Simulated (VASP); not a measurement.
# NiO2 (P-3m1) in VASP: single point with PBEsol

Aim: the single point of NiO2 with PBEsol.

Everything below comes from runs of VASP 6.6.1. Logs are shortened: lines on timing, memory, paths and dates and some standing lists are left out, and cuts for length are marked.

## (1) The cell of the first run

Symmetry: P-3m1, No. 164, trigonal system. Conventional cell: a = 2.784 Å, b = 2.784 Å, c = 5.026 Å, α = 90.00°, β = 90.00°, γ = 120.00°. Within 2.5 Å of Ni (site symmetry -3m) lie 6 O at 1.86 Å. O (site symmetry 3m) has 3 Ni at 1.86 Å and 3 O at 2.46 Å within 2.5 Å.

## (2) Single point, PBEsol (11.25 Å³/atom)

Contents of INCAR:

```
PREC = Accurate
ENCUT = 700
EDIFF = 1E-6
ISMEAR = 0
SIGMA = 0.02
LREAL = False
LASPH = True
NELM = 120
ALGO = Normal
ISIF = 2
LWAVE = False
LCHARG = True
GGA = PS
LELF = True
LVHAR = True
NBANDS = 22
GGA_COMPAT = False
```

Contents of KPOINTS:

```
regular mesh
0
Gamma
  12 12 6
```

Contents of POSCAR:

```
NiO2
1.0
    2.7844411552      0.0000000000      0.0000000000
   -1.3922205776      2.4113967757      0.0000000000
    0.0000000000      0.0000000000      5.0255867638
Ni O
1 2
Direct
    0.0000000000      0.0000000000      0.5000000000
    0.6666666667      0.3333333333      0.6856630810
    0.3333333333      0.6666666667      0.3143369190
```

Potentials or basis: VASP PAW PBE potentials, release 64 (Ni_sv_GW, O).

Run with:

```
cat potpaw_PBE.64/Ni_sv_GW/POTCAR potpaw_PBE.64/O/POTCAR > POTCAR
mpirun -np 1 vasp_std > vasp.out
```

OUTCAR:

```text
PREC = Accurate
   ENCUT = 700
   EDIFF = 1E-6
   ISMEAR = 0
   LREAL = False
   LASPH = True
   NELM = 120
   ISIF = 2
   GGA = PS

 ion  position               nearest neighbor table
   1  0.000  0.000  0.500-   2 1.86   3 1.86   3 1.86   2 1.86   2 1.86   3 1.86
   2  0.667  0.333  0.686-   1 1.86   1 1.86   1 1.86
   3  0.333  0.667  0.314-   1 1.86   1 1.86   1 1.86

  LATTYP: Found a hexagonal cell.
 ALAT       =     2.7844411552
 C/A-ratio  =     1.8048816562

  Lattice vectors:

 A1 = (   2.7844411552,   0.0000000000,   0.0000000000)
 A2 = (  -1.3922205776,   2.4113967757,   0.0000000000)
 A3 = (   0.0000000000,   0.0000000000,   5.0255867638)

Analysis of symmetry for initial positions (statically):
=====================================================================
 Subroutine PRICEL returns:
 Original cell was already a primitive cell.

 Routine SETGRP: Setting up the symmetry group for a
 hexagonal supercell.

 Subroutine GETGRP returns: Found 12 space group operations
 (whereof 12 operations were pure point group operations)
 out of a pool of 24 trial point group operations.

The static configuration has the point symmetry D_3d.

Analysis of symmetry for dynamics (positions and initial velocities):
=====================================================================
 Subroutine PRICEL returns:
 Original cell was already a primitive cell.

 Routine SETGRP: Setting up the symmetry group for a
 hexagonal supercell.

 Subroutine GETGRP returns: Found 12 space group operations
 (whereof 12 operations were pure point group operations)
 out of a pool of 24 trial point group operations.

The dynamic configuration has the point symmetry D_3d.

 Subroutine INISYM returns: Found 12 space group operations
 (whereof 12 operations are pure point group operations),
 and found     1 'primitive' translations

----------------------------------------------------------------------------------------

                                     Primitive cell

  volume of cell :      33.7438

  direct lattice vectors                    reciprocal lattice vectors
     2.784441155  0.000000000  0.000000000     0.359138493  0.207348706  0.000000000
    -1.392220578  2.411396776  0.000000000     0.000000000  0.414697411  0.000000000
     0.000000000  0.000000000  5.025586764     0.000000000  0.000000000  0.198981740

  length of vectors
     2.784441155  2.784441155  5.025586764     0.414697411  0.414697411  0.198981740

  position of ions in fractional coordinates (direct lattice)
     0.000000000  0.000000000  0.500000000
     0.666666667  0.333333333  0.685663081
     0.333333333  0.666666667  0.314336919

  ion indices of the primitive-cell ions
   primitive index   ion index
                 1           1
                 2           2
                 3           3

----------------------------------------------------------------------------------------

 KPOINTS: regular mesh

Automatic generation of k-mesh.
 Grid dimensions read from file:
 generate k-points for:   12   12    6

 Generating k-lattice:

  Cartesian coordinates                     Fractional coordinates (reciprocal lattice)
     0.029928208  0.017279059  0.000000000     0.083333333  0.000000000  0.000000000
     0.000000000  0.034558118  0.000000000     0.000000000  0.083333333  0.000000000
     0.000000000  0.000000000  0.033163623     0.000000000  0.000000000  0.166666667

  Length of vectors
     0.034558118  0.034558118  0.033163623

  Shift w.r.t. Gamma in fractional coordinates (k-lattice)
     0.000000000  0.000000000  0.000000000

 Subroutine IBZKPT returns following result:
 ===========================================

 Found    100 irreducible k-points:

 Following reciprocal coordinates:
            Coordinates               Weight
  0.000000  0.000000  0.000000      1.000000
  0.083333  0.000000  0.000000      6.000000
  0.166667 -0.000000  0.000000      6.000000
  0.250000  0.000000  0.000000      6.000000
  0.333333 -0.000000  0.000000      6.000000
  0.416667  0.000000  0.000000      6.000000
[... 16 lines left out ...]
  0.166667 -0.000000  0.166667      6.000000
  0.000000  0.166667  0.166667      6.000000
 [... further k-points ...]
   k-points           NKPTS =    100   k-points in BZ     NKDIM =    100   number of bands    NBANDS=     22
   number of dos      NEDOS =    301   number of ions     NIONS =      3
   total plane-waves  NPLWV =  27648
   dimension x,y,z NGX =    24 NGY =   24 NGZ =   48
   dimension x,y,z NGXF=    48 NGYF=   48 NGZF=   96
   ions per type =               1   2
   NGX,Y,Z   is equivalent  to a cutoff of  14.33, 14.33, 15.88 a.u.
   NGXF,Y,Z  is equivalent  to a cutoff of  28.66, 28.66, 31.76 a.u.
 SYSTEM =  unknown system
   PREC   = accura    normal or accurate (medium, high low for compatibility)
   ISTART =      0    job   : 0-new  1-cont  2-samecut
   ICHARG =      2    charge: 1-file 2-atom 10-const
   ISPIN  =      1    spin polarized calculation?
   LNONCOLLINEAR =      F non collinear calculations
   LSORBIT =      F    spin-orbit coupling
   LASPH  =      T    aspherical Exc in radial PAW
   ENCUT  =  700.0 eV  51.45 Ry    7.17 a.u.   6.01  6.01 10.84*2*pi/ulx,y,z
   NELM   =    120;   NELMIN=  2; NELMDL= -5     # of ELM steps
   EDIFF  = 0.1E-05   stopping-criterion for ELM
   LREAL  =      F    real-space projection
[... 7 lines left out ...]
   TEBEG  =    0.0;   TEEND  =   0.0 temperature during run
   PSTRESS=    0.0 pullay stress
   NELECT =      30.0000    total number of electrons
   NUPDOWN=      -1.0000    fix difference up-down
   EMIN   =  10.00;   EMAX   =-10.00  energy-range for DOS
   EFERMI =   0.00;   METHOD = LEGACY
   ISMEAR =     0;   SIGMA  =   0.02  broadening in eV -4-tet -1-fermi 0-gaus
   EFERMI_NEDOS =   21; number of points for ismear=-14 and -15
   IALGO  =     38    algorithm
   IMIX   =      4    mixing-type and parameters
     AMIX     =   0.40;   BMIX     =  1.00
     AMIX_MAG =   1.60;   BMIX_MAG =  1.00
  volume/ion in A,a.u.               =      11.25        75.90
  Fermi-wavevector in a.u.,A,eV,Ry     =   1.574167  2.974744 33.715252  2.478001
  Thomas-Fermi vector in A             =   2.675342
   LORBIT       =      0    0 simple, 1 ext, 2 COOP (PROOUT), +10 PAW based schemes
   GGA     = PS    functional components
   LHFCALC =     F    Hartree Fock is set to
   AEXX    =    0.0000 exact exchange contribution
   IVDW    =     0    specifies the selected vdW correction
   LEPSILON=     F    determine dielectric tensor
   LRPA    =     F    only Hartree local field effects (RPA)
 non-spin polarized calculation
 Gauss-broadening in eV      SIGMA  =   0.02
  energy-cutoff  :      700.00
  volume of cell :       33.74
 maximum number of plane-waves:      1455
   NGX = 13   NGY = 13   NGZ = 21

 number of electron      30.0000012 magnetization

 Free energy of the ion-electron system (eV)
  ---------------------------------------------------
  ext. energy  EPLUGINS =         0.00000000
  ---------------------------------------------------
  free energy    TOTEN  =       -19.78588372 eV

  energy without entropy =      -19.78588372  energy(sigma->0) =      -19.78588372

 E-fermi :   1.5421     XC(G=0): -10.5725

 val. band max:        1.3793351995   @ k =   0.0833   0.0833   0.5000
 cond. band min:       2.4522970168   @ k =   0.2500   0.0000   0.3333
 fundamental gap:      1.0729618173
 Fermi energy:         1.5420759337

 k-point     1 :       0.0000    0.0000    0.0000
  band No.  band energies     occupation
      1    -102.5417      2.00000
      2     -63.1213      2.00000
      3     -63.1213      2.00000
      4     -62.8415      2.00000
      5     -18.3537      2.00000
      6     -15.8152      2.00000
[... 14 lines left out ...]
     21      21.1805      0.00000
     22      21.1805      0.00000

 k-point     2 :       0.0833    0.0000    0.0000
  band No.  band energies     occupation
      1    -102.5414      2.00000
      2     -63.1251      2.00000
      3     -63.1223      2.00000
      4     -62.8409      2.00000
      5     -18.2582      2.00000
      6     -15.8216      2.00000
[... 14 lines left out ...]
     21      20.3837      0.00000
     22      21.4653      0.00000

 k-point     3 :       0.1667   -0.0000    0.0000
  band No.  band energies     occupation
      1    -102.5407      2.00000
      2     -63.1355      2.00000
      3     -63.1248      2.00000
      4     -62.8395      2.00000
      5     -17.9853      2.00000
      6     -15.8430      2.00000
[... 14 lines left out ...]
     21      18.9109      0.00000
     22      21.0841      0.00000

 k-point     4 :       0.2500    0.0000    0.0000
  band No.  band energies     occupation
      1    -102.5395      2.00000
      2     -63.1495      2.00000
      3     -63.1282      2.00000
      4     -62.8376      2.00000
      5     -17.5775      2.00000
      6     -15.8858      2.00000
[... 14 lines left out ...]
     21      17.6270      0.00000
     22      19.8859      0.00000

 k-point     5 :       0.3333   -0.0000    0.0000
  band No.  band energies     occupation
      1    -102.5380      2.00000
      2     -63.1633      2.00000
      3     -63.1315      2.00000
      4     -62.8354      2.00000
      5     -17.1062      2.00000
      6     -15.9612      2.00000
[... 14 lines left out ...]
     21      16.9079      0.00000
     22      19.0033      0.00000

 k-point     6 :       0.4167    0.0000    0.0000
  band No.  band energies     occupation
      1    -102.5372      2.00000
      2     -63.1735      2.00000
      3     -63.1340      2.00000
      4     -62.8340      2.00000
      5     -16.6627      2.00000
      6     -16.0896      2.00000
[... 14 lines left out ...]
     21      16.8872      0.00000
     22      18.4674      0.00000

 k-point     7 :       0.5000    0.0000    0.0000
  band No.  band energies     occupation
      1    -102.5371      2.00000
      2     -63.1773      2.00000
      3     -63.1350      2.00000
      4     -62.8336      2.00000
      5     -16.3648      2.00000
      6     -16.2656      2.00000
[... 324 lines left out ...]
      6     -15.8327      2.00000
[... 14 lines left out ...]
     21      21.1815      0.00000
     22      21.1815      0.00000

 k-point    21 :       0.0833    0.0000    0.1667
  band No.  band energies     occupation
      1    -102.5415      2.00000
      2     -63.1252      2.00000
      3     -63.1223      2.00000
      4     -62.8410      2.00000
      5     -18.2494      2.00000
      6     -15.8381      2.00000
[... 14 lines left out ...]
     21      20.3877      0.00000
     22      21.4014      0.00000

 k-point    22 :       0.0000    0.0833    0.1667
  band No.  band energies     occupation
      1    -102.5415      2.00000
      2     -63.1251      2.00000
      3     -63.1223      2.00000
      4     -62.8410      2.00000
      5     -18.2494      2.00000
      6     -15.8382      2.00000
[... 14 lines left out ...]
     21      20.4098      0.00000
     22      21.3955      0.00000

 k-point    23 :       0.1667   -0.0000    0.1667
  band No.  band energies     occupation
      1    -102.5407      2.00000
      2     -63.1355      2.00000
      3     -63.1248      2.00000
      4     -62.8395      2.00000
      5     -17.9772      2.00000
      6     -15.8567      2.00000
[... 14 lines left out ...]
     21      18.9135      0.00000
     22      21.2770      0.00000

 k-point    24 :       0.0000    0.1667    0.1667
  band No.  band energies     occupation
      1    -102.5407      2.00000
      2     -63.1355      2.00000
      3     -63.1248      2.00000
      4     -62.8395      2.00000
      5     -17.9767      2.00000
      6     -15.8577      2.00000
[... 14 lines left out ...]
     21      18.9707      0.00000
     22      21.0111      0.00000

 [... further k-points ...]
[... 5 lines left out ...]
  --------------------------------------------------------------------------------------
  -------------------------------------------------------------------------------------
  Total       -0.0065185     -0.0065185     -0.1297980      0.0000000      0.0000000     -0.0000000
  in kB       -0.3095028     -0.3095028     -6.1628982      0.0000000      0.0000000     -0.0000000
  external PRESSURE =      -2.2606346 kB  Pullay stress =       0.0000000 kB

 VOLUME and BASIS-vectors are now :
 -----------------------------------------------------------------------------
  energy-cutoff  :      700.00
  volume of cell :       33.74
      direct lattice vectors                 reciprocal lattice vectors
     2.784441155  0.000000000  0.000000000     0.359138493  0.207348706  0.000000000
    -1.392220578  2.411396776  0.000000000     0.000000000  0.414697411  0.000000000
     0.000000000  0.000000000  5.025586764     0.000000000  0.000000000  0.198981740

 POSITION                                       TOTAL-FORCE (eV/Angst)
 -----------------------------------------------------------------------------------
      0.00000      0.00000      2.51279         0.000000      0.000000      0.000000
      1.39222      0.80380      3.44586        -0.000000      0.000000      0.039522
     -0.00000      1.60760      1.57973         0.000000     -0.000000     -0.039522
 -----------------------------------------------------------------------------------
    total drift:                                0.000000     -0.000000      0.000000

  FREE ENERGIE OF THE ION-ELECTRON SYSTEM (eV)
  ---------------------------------------------------
  free  energy   TOTEN  =       -19.7858837151 eV

  energy  without entropy=      -19.7858837151  energy(sigma->0) =      -19.78588372
```

Run time: 71 s. Hardware: 1 thread of Intel Xeon Platinum 8488C (Sapphire Rapids), shared host; peak memory 0.28 GiB.

Results:

```
Free energy            : -19.7859 eV
Pressure               : -0.2 GPa
Largest force          : 0.040 eV/Å
Band gap on the k mesh : 1.07 eV (least direct gap 1.31 eV)
```

Forces in eV/Å, atoms in the order of the input:
```
Ni   0.000  0.000  0.000
O    0.000  0.000  0.040
O    0.000  0.000 -0.040
```

Stress tensor (GPa, compression positive):
```
-0.03  0.00  0.00
 0.00 -0.03  0.00
 0.00  0.00 -0.62
```

Caveat: the PAW data sets were made with another functional, which shifts forces and pressure a little; the run has no spin polarisation, though such a crystal can be magnetic.
